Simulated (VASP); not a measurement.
**Pt: single point with PBEsol**

The system is Pt.

```xyz
1
Lattice="0.0000 1.9867 1.9867 1.9867 0.0000 1.9867 1.9867 1.9867 0.0000" Properties=species:S:1:pos:R:3 pbc="T T T"
Pt    0.0000    0.0000    0.0000
```

```json
{"Program": "VASP 6.6.1", "Task": "single point", "Functional": "PBEsol", "Potentials or basis": "VASP PAW PBE potentials, release 64 (Pt)", "Cutoff": "520 eV", "k mesh": "10 × 10 × 10", "Occupations": "methfessel-paxton, width 0.05 eV", "Spin": "no spin polarisation"}
```

```
Pressure               : -11.2 GPa
Band gap on the k mesh : zero (band 5 reaches 10.81 eV, above the bottom of band 6 at 8.76 eV)
```

Levels at points of the mesh, in eV from the Fermi level:
```csv
k point,band 1,band 2,band 3,band 4,band 5,band 6,band 7,band 8,band 9,band 10
"(0.00, 0.00, 0.00)",-9.87,-3.58,-3.58,-3.58,-1.54,-1.54,14.72,19.45,19.45,19.45
"(0.50, 0.00, 0.00)",-6.98,-3.63,-3.63,-0.40,0.03,0.03,5.50,14.25,18.66,18.66
"(0.50, 0.50, 0.00)",-6.69,-6.26,0.00,0.44,0.44,1.78,8.40,11.20,11.20,19.60
```

Run time: 6.9 s on 1 thread of AMD EPYC 7R13 Processor (Zen 3) (shared host), peak memory 0.11 GiB.

Caveat: the PAW data sets were made with another functional, which shifts forces and pressure a little; spin-orbit coupling is left out, which moves the levels of the heavy elements.
